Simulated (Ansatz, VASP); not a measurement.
One calculation of CdF2, two programs

The input INCAR:

```
ALGO = Normal ; EDIFF = 1E-6
ENCUT = 700 ; GGA = PS
GGA_COMPAT = F ; ISIF = 2
ISMEAR = 0 ; LASPH = T
LCHARG = F ; LREAL = F
LWAVE = F ; NBANDS = 24
NELM = 120 ; PREC = Accurate
SIGMA = 0.05
```

KPOINTS

```
k-points
0
Gamma
  8 8 8
```

The input POSCAR:

```
CdF2
1.0
    0.0000000000      2.4730971665      2.6796007799
    2.4730971665      0.0000000000      2.6796007799
    2.4730971665      2.4730971665      0.0000000000
Cd F
1 2
Direct
    0.0000000000      0.0000000000      0.0000000000
    0.2500000000      0.2500000000      0.2500000000
    0.7500000000      0.7500000000      0.7500000000
```

Input for Ansatz:

```yaml
crystal:
  lattice:
    - [0.0, 2.4730971665, 2.6796007799]
    - [2.4730971665, 0.0, 2.6796007799]
    - [2.4730971665, 2.4730971665, 0.0]
  atoms:
    - { symbol: Cd, position: [0.0, 0.0, 0.0] }
    - { symbol: F, position: [0.25, 0.25, 0.25] }
    - { symbol: F, position: [0.75, 0.75, 0.75] }
basis:
  ecutwfc: 520.0
kpoints:
  mp_grid: { grid: [8, 8, 8] }
hamiltonian:
  xc: pbesol
scf:
  occupations: { method: gaussian, width: 0.05 }
output:
  forces: true
  stress: true
  eigenvalues: true
```

Alike in both runs: task single point; functional PBEsol; k mesh 8 × 8 × 8; occupations gaussian, width 0.05 eV; no spin polarisation.

|  | VASP | Ansatz |
| --- | --- | --- |
| version | VASP 6.6.1 | Ansatz 0.2.0 |
| potentials or method | VASP PAW PBE potentials, release 64 (Cd_sv_GW, F), cutoff 700 eV | scalar-relativistic, plane waves, PAW |
| valence electrons in the cell | 34 | 34 |

|  | VASP | Ansatz | Ansatz less VASP |
| --- | --- | --- | --- |
| gap on the k mesh at the Fermi level (eV) | 3.42 | 3.43 | +0.016 |
| least direct gap on the mesh (eV) | 3.54 | 3.55 | +0.012 |

VASP's potentials were made for PBE, not for PBEsol.
